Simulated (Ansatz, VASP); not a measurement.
**Pb: VASP beside Ansatz**

The input INCAR:

```
SYSTEM = Pb
PREC = Accurate
ENCUT = 520
EDIFF = 1E-6
ISMEAR = -1
SIGMA = 0.05
LREAL = .FALSE.
LASPH = .TRUE.
NELM = 100
ALGO = Normal
ISIF = 2
LWAVE = .FALSE.
LCHARG = .TRUE.
GGA = PE
LELF = .TRUE.
LVHAR = .TRUE.
NBANDS = 21
```

The input KPOINTS:

```
regular mesh
0
G
  14 14 8
  0 0 0
```

Contents of POSCAR:

```
Pb
1.0
    3.2804744186      0.0000000000      0.0000000000
   -1.6402372093      2.8409741829      0.0000000000
    0.0000000000      0.0000000000      5.4638877214
Pb
2
Direct
    0.3333333333      0.6666666667      0.2500000000
    0.6666666667      0.3333333333      0.7500000000
```

Input for Ansatz:

```yaml
crystal:
  lattice:
    - [3.2804744186, 0.0, 0.0]
    - [-1.6402372093, 2.8409741829, 0.0]
    - [0.0, 0.0, 5.4638877214]
  atoms:
    - { symbol: Pb, position: [0.3333333333, 0.6666666667, 0.25] }
    - { symbol: Pb, position: [0.6666666667, 0.3333333333, 0.75] }
kpoints:
  mp_grid: { grid: [14, 14, 8] }
scf:
  occupations: { method: fermi_dirac, width: 0.05 }
hamiltonian:
  xc: pbe
  pseudopotentials: { kind: all_electron, lapw: { basis_error: 0.001 } }
output:
  forces: true
  stress: true
  eigenvalues: true
  populations: true
```

Change from the starting cell: volume scaled by 0.8, LAPW.

Alike in both runs: task single point; functional PBE; k mesh 14 × 14 × 8; occupations fermi-dirac, width 0.05 eV; no spin polarisation.

|  | VASP | Ansatz |
| --- | --- | --- |
| version | VASP 6.6.1 | Ansatz 0.2.0 |
| potentials or method | VASP PAW PBE potentials, release 64 (Pb_d), cutoff 520 eV | all-electron LAPW, scalar-relativistic |

VASP gave:

```
pressure (GPa) : 15.1
```

What did Ansatz give for the same quantities?

Pressure (GPa): 15.2.

Ansatz ran all-electron here, and VASP with PAW potentials.

Spin-orbit coupling is off throughout.
